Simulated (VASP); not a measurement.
A run of VASP 6.6.1 is set up as follows.

INCAR

```
PREC = Accurate
ENCUT = 520
EDIFF = 1E-7
ISMEAR = 0
SIGMA = 0.1
LREAL = False
LASPH = True
NELM = 150
ALGO = Normal
ISIF = 2
LWAVE = False
LCHARG = False
ISPIN = 2
MAGMOM = 0 0 0 0 0 1
LORBIT = 11
GGA = PE
NBANDS = 42
```

File KPOINTS:

```
regular mesh
0
Gamma
  4 4 4
```

POSCAR

```
Zn4SiN
1.0
    0.0000000000      3.3556354700      3.3556354700
    3.3556354700      0.0000000000      3.3556354700
    3.3556354700      3.3556354700      0.0000000000
Zn Si N
4 1 1
Direct
    0.3748045600      0.3748045600      0.8755863300
    0.8755863300      0.3748045600      0.3748045600
    0.3748045600      0.3748045600      0.3748045600
    0.3748045600      0.8755863300      0.3748045600
    0.0000000000      0.0000000000      0.0000000000
    0.7500000000      0.7500000000      0.7500000000
```

Potentials or basis: VASP PAW PBE potentials, release 64 (Zn, Si, N).

The run is started by

```bash
$ cat potpaw_PBE.64/Zn/POTCAR potpaw_PBE.64/Si/POTCAR potpaw_PBE.64/N/POTCAR > POTCAR
$ mpirun -np 1 vasp_std > vasp.out
```

**Question.** What does it give for the net moment?

**Answer.** 1.06 μB per cell.

**Question.** Predict the site moments.

**Answer.** Zn +0.00; Si +0.04; N +0.74 μB.

**Question.** Predict the largest force.

**Answer.** 0.168 eV/Å.

Forces on the atoms (eV/Å):
```
Zn  -0.097 -0.097  0.097
Zn   0.097 -0.097 -0.097
Zn   0.097  0.097  0.097
Zn  -0.097  0.097 -0.097
Si   0.000  0.000  0.000
N    0.000  0.000  0.000
```

Caveat: the k points lie up to 0.41 Å⁻¹ apart.
